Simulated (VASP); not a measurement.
# AlGa2N3 (I-4m2) in VASP: single point with PBEsol

Aim: the single point of AlGa2N3 with PBEsol.

Everything below comes from runs of VASP 6.6.1. Logs are shortened: lines on timing, memory, paths and dates and some standing lists are left out, and cuts for length are marked.

**1. The cell of the first run**

The structure is tetragonal, space group I-4m2 (No. 119). Conventional cell: a = 3.185 Å, b = 3.185 Å, c = 13.472 Å, α = 90.00°, β = 90.00°, γ = 90.00°. Al (site symmetry -4m2) has 4 N at 1.91 Å within 2.5 Å. Within 2.6 Å of Ga (site symmetry 2mm) lie 4 N at 1.96 to 1.97 Å. Within 2.5 Å of N (site symmetry 2mm) lie 2 Al at 1.91 Å and 2 Ga at 1.97 Å. N (site symmetry -4m2) has 4 Ga at 1.96 Å within 2.6 Å.

**2. Single point, PBEsol**

The input, POSCAR:

```
AlGa2N3
1.0
   -1.5923199000      1.5923199000      6.7358116000
    1.5923199000     -1.5923199000      6.7358116000
    1.5923199000      1.5923199000     -6.7358116000
Al Ga N
1 2 3
Direct
    0.5000000000      0.5000000000      0.0000000000
    0.8353920000      0.8353920000      0.0000000000
    0.1646080000      0.1646080000      0.0000000000
    0.4215160000      0.9215160000      0.5000000000
    0.0784840000      0.5784840000      0.5000000000
    0.7500000000      0.2500000000      0.5000000000
```

The input, INCAR.step1:

```
ALGO = Normal ; EDIFF = 1E-6
ENCUT = 520 ; GGA = PS
ISIF = 2 ; ISMEAR = 0
LASPH = T ; LCHARG = T
LREAL = F ; LWAVE = F
NBANDS = 31 ; NELM = 80
PREC = Accurate ; SIGMA = 0.02
```

The input, KPOINTS.step1:

```
k-points
0
Gamma
  12 12 12
```

The input, INCAR.step2:

```
ALGO = Normal ; EDIFF = 1E-6
ENCUT = 520 ; GGA = PS
ICHARG = 11 ; ISIF = 2
ISMEAR = -5 ; LASPH = T
LCHARG = F ; LORBIT = 11
LREAL = F ; LWAVE = F
NBANDS = 31 ; NEDOS = 2001
NELM = 80 ; PREC = Accurate
SIGMA = 0.02
```

The input, KPOINTS.step2:

```
k-points
0
Gamma
  18 18 18
```

Potentials or basis: VASP PAW PBE potentials, release 64 (Al, Ga_d, N).

The run is started by

```console
cat potpaw_PBE.64/Al/POTCAR potpaw_PBE.64/Ga_d/POTCAR potpaw_PBE.64/N/POTCAR > POTCAR
cp INCAR.step1 INCAR
cp KPOINTS.step1 KPOINTS
mpirun -np 1 vasp_std > vasp.out
cp INCAR.step2 INCAR
cp KPOINTS.step2 KPOINTS
mpirun -np 1 vasp_std > vasp.out
```

OUTCAR:

```text
EDIFF = 1E-6
   ENCUT = 520
   GGA = PS
   ICHARG = 11
   ISIF = 2
   ISMEAR = -5
   LASPH = T
   LORBIT = 11
   LREAL = F
   NELM = 80
   PREC = Accurate

 ion  position               nearest neighbor table
   1  0.500  0.500  0.000-   5 1.91   4 1.91   5 1.91   4 1.91
   2  0.835  0.835  0.000-   6 1.96   6 1.96   4 1.97   4 1.97
   3  0.165  0.165  0.000-   6 1.96   6 1.96   5 1.97   5 1.97
   4  0.422  0.922  0.500-   1 1.91   1 1.91   2 1.97   2 1.97
   5  0.078  0.578  0.500-   1 1.91   1 1.91   3 1.97   3 1.97
   6  0.750  0.250  0.500-   2 1.96   3 1.96   2 1.96   3 1.96

  LATTYP: Found a body centered tetragonal cell.
 ALAT       =     3.1846398000
 C/A-ratio  =     4.2301874140

  Lattice vectors:

 A1 = (  -1.5923199000,   1.5923199000,   6.7358116000)
 A2 = (   1.5923199000,  -1.5923199000,   6.7358116000)
 A3 = (   1.5923199000,   1.5923199000,  -6.7358116000)

Analysis of symmetry for initial positions (statically):
=====================================================================
 Subroutine PRICEL returns:
 Original cell was already a primitive cell.

 Routine SETGRP: Setting up the symmetry group for a
 body centered tetragonal supercell.

 Subroutine GETGRP returns: Found  8 space group operations
 (whereof  8 operations were pure point group operations)
 out of a pool of 16 trial point group operations.

The static configuration has the point symmetry D_2d.

Analysis of symmetry for dynamics (positions and initial velocities):
=====================================================================
 Subroutine PRICEL returns:
 Original cell was already a primitive cell.

 Routine SETGRP: Setting up the symmetry group for a
 body centered tetragonal supercell.

 Subroutine GETGRP returns: Found  8 space group operations
 (whereof  8 operations were pure point group operations)
 out of a pool of 16 trial point group operations.

The dynamic configuration has the point symmetry D_2d.

 Subroutine INISYM returns: Found  8 space group operations
 (whereof  8 operations are pure point group operations),
 and found     1 'primitive' translations

----------------------------------------------------------------------------------------

                                     Primitive cell

  volume of cell :      68.3141

  direct lattice vectors                    reciprocal lattice vectors
    -1.592319900  1.592319900  6.735811600     0.000000000  0.314007254  0.074230105
     1.592319900 -1.592319900  6.735811600     0.314007254  0.000000000  0.074230105
     1.592319900  1.592319900 -6.735811600     0.314007254  0.314007254  0.000000000

  length of vectors
     7.102261840  7.102261840  7.102261840     0.322661842  0.322661842  0.444073318

  position of ions in fractional coordinates (direct lattice)
     0.500000000  0.500000000  0.000000000
     0.835392000  0.835392000  0.000000000
     0.164608000  0.164608000  0.000000000
     0.421516000  0.921516000  0.500000000
     0.078484000  0.578484000  0.500000000
     0.750000000  0.250000000  0.500000000

  ion indices of the primitive-cell ions
   primitive index   ion index
                 1           1
                 2           2
                 3           3
                 4           4
                 5           5
                 6           6

----------------------------------------------------------------------------------------

 KPOINTS: k-points

Automatic generation of k-mesh.
 Grid dimensions read from file:
 generate k-points for:   18   18   18

 Generating k-lattice:

  Cartesian coordinates                     Fractional coordinates (reciprocal lattice)
     0.000000000  0.017444847  0.004123895     0.055555556  0.000000000  0.000000000
     0.017444847  0.000000000  0.004123895     0.000000000  0.055555556  0.000000000
     0.017444847  0.017444847  0.000000000     0.000000000  0.000000000  0.055555556

  Length of vectors
     0.017925658  0.017925658  0.024670740

  Shift w.r.t. Gamma in fractional coordinates (k-lattice)
     0.000000000  0.000000000  0.000000000

 TETIRR: Found   7414 inequivalent tetrahedra from    34992

 Subroutine IBZKPT returns following result:
 ===========================================

 Found    480 irreducible k-points:

 Following reciprocal coordinates:
            Coordinates               Weight
  0.000000  0.000000  0.000000      1.000000
  0.055556  0.000000 -0.000000      8.000000
  0.111111  0.000000 -0.000000      8.000000
  0.166667  0.000000 -0.000000      8.000000
  0.222222  0.000000 -0.000000      8.000000
  0.277778  0.000000 -0.000000      8.000000
[... 16 lines left out ...]
 -0.277778  0.055556  0.000000     16.000000
 -0.222222  0.055556  0.000000     16.000000
 [... further k-points ...]
   k-points           NKPTS =    480   k-points in BZ     NKDIM =    480   number of bands    NBANDS=     31
   number of dos      NEDOS =   2001   number of ions     NIONS =      6
   total plane-waves  NPLWV = 157464
   dimension x,y,z NGX =    54 NGY =   54 NGZ =   54
   dimension x,y,z NGXF=   108 NGYF=  108 NGZF=  108
   ions per type =               1   2   3
   NGX,Y,Z   is equivalent  to a cutoff of  12.64, 12.64, 12.64 a.u.
   NGXF,Y,Z  is equivalent  to a cutoff of  25.28, 25.28, 25.28 a.u.
 SYSTEM =  unknown system
   PREC   = accura    normal or accurate (medium, high low for compatibility)
   ISTART =      0    job   : 0-new  1-cont  2-samecut
   ICHARG =     11    charge: 1-file 2-atom 10-const
   ISPIN  =      1    spin polarized calculation?
   LNONCOLLINEAR =      F non collinear calculations
   LSORBIT =      F    spin-orbit coupling
   LASPH  =      T    aspherical Exc in radial PAW
   ENCUT  =  520.0 eV  38.22 Ry    6.18 a.u.  13.21 13.21 13.21*2*pi/ulx,y,z
   NELM   =     80;   NELMIN=  2; NELMDL=  0     # of ELM steps
   EDIFF  = 0.1E-05   stopping-criterion for ELM
   LREAL  =      F    real-space projection
   EDIFFG = 0.1E-04   stopping-criterion for IOM
   NSW    =      0    number of steps for IOM
   IBRION =     -1    ionic relax: 0-MD 1-quasi-New 2-CG
   NFREE  =      0    steps in history (QN), initial steepest desc. (CG)
   ISIF   =      2    stress and relaxation
   ISYM   =      2    0-nonsym 1-usesym 2-fastsym
   POTIM  = 0.5000    time-step for ionic-motion
   TEBEG  =    0.0;   TEEND  =   0.0 temperature during run
   PSTRESS=    0.0 pullay stress
   NELECT =      44.0000    total number of electrons
   NUPDOWN=      -1.0000    fix difference up-down
   EMIN   =  10.00;   EMAX   =-10.00  energy-range for DOS
   EFERMI =   0.00;   METHOD = LEGACY
   ISMEAR =    -5;   SIGMA  =   0.02  broadening in eV -4-tet -1-fermi 0-gaus
   EFERMI_NEDOS =   21; number of points for ismear=-14 and -15
   IALGO  =     38    algorithm
   IMIX   =      4    mixing-type and parameters
     AMIX     =   0.40;   BMIX     =  1.00
     AMIX_MAG =   1.60;   BMIX_MAG =  1.00
  volume/ion in A,a.u.               =      11.39        76.83
  Fermi-wavevector in a.u.,A,eV,Ry     =   1.413803  2.671700 27.195851  1.998839
  Thomas-Fermi vector in A             =   2.535411
   LORBIT       =     11    0 simple, 1 ext, 2 COOP (PROOUT), +10 PAW based schemes
   GGA     = PS    functional components
   LHFCALC =     F    Hartree Fock is set to
   AEXX    =    0.0000 exact exchange contribution
   IVDW    =     0    specifies the selected vdW correction
   LEPSILON=     F    determine dielectric tensor
   LRPA    =     F    only Hartree local field effects (RPA)
 non-spin polarized calculation
 Fermi weights with tetrahedron method with Bloechl corrections
  energy-cutoff  :      520.00
  volume of cell :       68.31
 maximum number of plane-waves:      1864
 NGX is ok and might be reduce to    54

 number of electron      44.0000005 magnetization

 Free energy of the ion-electron system (eV)
  ---------------------------------------------------
  ext. energy  EPLUGINS =         0.00000000
  ---------------------------------------------------
  free energy    TOTEN  =       -41.82076120 eV

  energy without entropy =      -41.82076120  energy(sigma->0) =      -41.82076120

 E-fermi :   5.1528     XC(G=0): -11.5360

 val. band max:        5.1450661158   @ k =   0.0000   0.0000   0.0000
 cond. band min:       7.3509994809   @ k =   0.0000   0.0000   0.0000
 fundamental gap:      2.2059333651
 Fermi energy:         5.1528447732

 k-point     1 :       0.0000    0.0000    0.0000
  band No.  band energies     occupation
      1     -10.3178      2.00000
      2      -9.4606      2.00000
      3      -8.9617      2.00000
      4      -7.9813      2.00000
      5      -7.9813      2.00000
      6      -7.9299      2.00000
[... 23 lines left out ...]
     30      15.8210      0.00000
     31      15.8752      0.00000

 k-point     2 :       0.0556    0.0000   -0.0000
  band No.  band energies     occupation
      1     -10.2920      2.00000
      2      -9.4583      2.00000
      3      -8.9594      2.00000
      4      -7.9803      2.00000
      5      -7.9793      2.00000
      6      -7.9296      2.00000
[... 23 lines left out ...]
     30      15.8567      0.00000
     31      15.9148      0.00000

 k-point     3 :       0.1111    0.0000   -0.0000
  band No.  band energies     occupation
      1     -10.2169      2.00000
      2      -9.4510      2.00000
      3      -8.9540      2.00000
      4      -7.9772      2.00000
      5      -7.9706      2.00000
      6      -7.9328      2.00000
[... 23 lines left out ...]
     30      15.8699      0.00000
     31      15.9778      0.00000

 k-point     4 :       0.1667    0.0000   -0.0000
  band No.  band energies     occupation
      1     -10.0997      2.00000
      2      -9.4378      2.00000
      3      -8.9484      2.00000
      4      -7.9723      2.00000
      5      -7.9516      2.00000
      6      -7.9412      2.00000
[... 23 lines left out ...]
     30      15.8947      0.00000
     31      15.9890      0.00000

 k-point     5 :       0.2222    0.0000   -0.0000
  band No.  band energies     occupation
      1      -9.9542      2.00000
      2      -9.4171      2.00000
      3      -8.9458      2.00000
      4      -7.9661      2.00000
      5      -7.9572      2.00000
      6      -7.9110      2.00000
[... 23 lines left out ...]
     30      15.8702      0.00000
     31      16.0891      0.00000
[... 542 lines left out ...]
     30      15.3320      0.00000
     31      15.7706      0.00000

 k-point    22 :      -0.3333    0.0556    0.0000
  band No.  band energies     occupation
      1      -9.6653      2.00000
      2      -9.3223      2.00000
      3      -8.9505      2.00000
      4      -7.9681      2.00000
      5      -7.9510      2.00000
      6      -7.8883      2.00000
[... 23 lines left out ...]
     30      15.4282      0.00000
     31      16.0235      0.00000

 k-point    23 :      -0.2778    0.0556    0.0000
  band No.  band energies     occupation
      1      -9.7919      2.00000
      2      -9.3723      2.00000
      3      -8.9436      2.00000
      4      -7.9634      2.00000
      5      -7.9578      2.00000
      6      -7.8825      2.00000
[... 23 lines left out ...]
     30      15.6743      0.00000
     31      16.0462      0.00000

 k-point    24 :      -0.2222    0.0556    0.0000
  band No.  band energies     occupation
      1      -9.9411      2.00000
      2      -9.4048      2.00000
      3      -8.9416      2.00000
      4      -7.9665      2.00000
      5      -7.9528      2.00000
      6      -7.9086      2.00000
[... 23 lines left out ...]
     30      15.6800      0.00000
     31      16.1015      0.00000

 [... further k-points ...]

------------------------ aborting loop because EDIFF is reached ----------------------------------------

  FORCE on cell =-STRESS in cart. coord.  units (eV):
  Direction    XX          YY          ZZ          XY          YZ          ZX
  --------------------------------------------------------------------------------------
  -------------------------------------------------------------------------------------
  Total       -2.2477562     -2.2477562     -2.3054201      0.0000000     -0.0000000      0.0000000
  in kB      -52.7168209    -52.7168209    -54.0692187      0.0000000     -0.0000000      0.0000000
  external PRESSURE =     -53.1676202 kB  Pullay stress =       0.0000000 kB

 VOLUME and BASIS-vectors are now :
 -----------------------------------------------------------------------------
  energy-cutoff  :      520.00
  volume of cell :       68.31
      direct lattice vectors                 reciprocal lattice vectors
    -1.592319900  1.592319900  6.735811600     0.000000000  0.314007254  0.074230105
     1.592319900 -1.592319900  6.735811600     0.314007254  0.000000000  0.074230105
     1.592319900  1.592319900 -6.735811600     0.314007254  0.314007254  0.000000000

 POSITION                                       TOTAL-FORCE (eV/Angst)
 -----------------------------------------------------------------------------------
      0.00000      0.00000      6.73581         0.000000     -0.000000      0.000000
      0.00000      0.00000     11.25409         0.000000     -0.000000     -0.019323
      0.00000      0.00000      2.21754         0.000000     -0.000000      0.019323
      1.59232      0.00000      5.67850        -0.000000      0.000000     -0.156019
      1.59232      0.00000      1.05731        -0.000000      0.000000      0.156019
     -0.00000      1.59232      3.36791         0.000000     -0.000000      0.000000
 -----------------------------------------------------------------------------------
    total drift:                               -0.000000      0.000000      0.000000

  FREE ENERGIE OF THE ION-ELECTRON SYSTEM (eV)
  ---------------------------------------------------
  free  energy   TOTEN  =       -41.8207612038 eV

  energy  without entropy=      -41.8207612038  energy(sigma->0) =      -41.82076120

 total charge

# of ion       s       p       d       tot
------------------------------------------
    1        0.368   0.427   0.000   0.795
    2        0.787   0.882  10.165  11.833
    3        0.787   0.882  10.165  11.833
    4        1.217   2.540   0.000   3.758
    5        1.217   2.540   0.000   3.758
    6        1.218   2.488   0.000   3.705
--------------------------------------------------
tot          5.594   9.759  20.331  35.683
```

It took 27 min on 1 thread of Intel Xeon 6975P-C (Granite Rapids), shared host; peak memory 1 GiB.

What came out:

- Valence electrons inside the program's atomic spheres: Al 0.80; Ga 11.83; N 3.76, 3.71 (each value once)

Caveat: the PAW data sets were made with another functional, which shifts forces and pressure a little.
